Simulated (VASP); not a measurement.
Write the native input for VASP 6.6.1 that does the following.

```
Task                   : single point
Functional             : LDA
Potentials or basis    : VASP PAW LDA potentials, release 64 (Hg_sv_GW)
Cutoff                 : 550 eV
k mesh                 : 6 × 6 × 6
Occupations            : fermi-dirac, width 0.1 eV
Spin                   : no spin polarisation
Dipole correction      : no
Further INCAR settings : ALGO = Normal; EDIFF = 1e-06; NBANDS = 27
```

The structure of Hg lies in POSCAR:

```
Hg
1.0
    0.0000000000      2.9295777135      2.9295777135
    2.9295777135      0.0000000000      2.9295777135
    2.9295777135      2.9295777135      0.0000000000
Hg
2
Direct
    0.0000000000      0.0000000000      0.0000000000
    0.2500000000      0.2500000000      0.2500000000
```

These files were run (other wordings do the same):

INCAR

```
SYSTEM = Hg
PREC     = Accurate       ! precision mode
ENCUT    = 550            ! plane-wave cutoff, eV
EDIFF    = 1E-6           ! SCF threshold, eV
ISMEAR   = -1             ! smearing method
SIGMA    = 0.1            ! smearing width, eV
LREAL    = .False.        ! projectors in reciprocal space
LASPH    = .True.         ! aspherical terms in the spheres
NELM     = 120            ! most SCF steps
ALGO     = Normal         ! electronic algorithm
ISIF     = 2              ! what is computed and relaxed
LWAVE    = .False.        ! write WAVECAR
LCHARG   = .True.         ! write CHGCAR
LELF     = .True.         ! ELF
LVHAR    = .True.       
NBANDS   = 27             ! bands
GGA_COMPAT= .False.
```

KPOINTS

```
Automatic mesh
0
Gamma
  6 6 6
  0 0 0
```

Potentials or basis: VASP PAW LDA potentials, release 64 (Hg_sv_GW).

Command:

```sh
$ cat potpaw_LDA.64/Hg_sv_GW/POTCAR > POTCAR
$ mpirun -np 1 vasp_std > vasp.out
```

It gave:

The pressure is 20.3 GPa. The band gap on the k mesh is zero (bands 20 and 21 overlap by 7.09 eV).

Caveat: the cell stands under pressure; spin-orbit coupling is left out, which moves the levels of the heavy elements.

Wall time 19 s on 1 thread of Intel(R) Xeon(R) Platinum 8375C CPU @ 2.90GHz (Ice Lake) (shared host), peak memory 0.16 GiB.
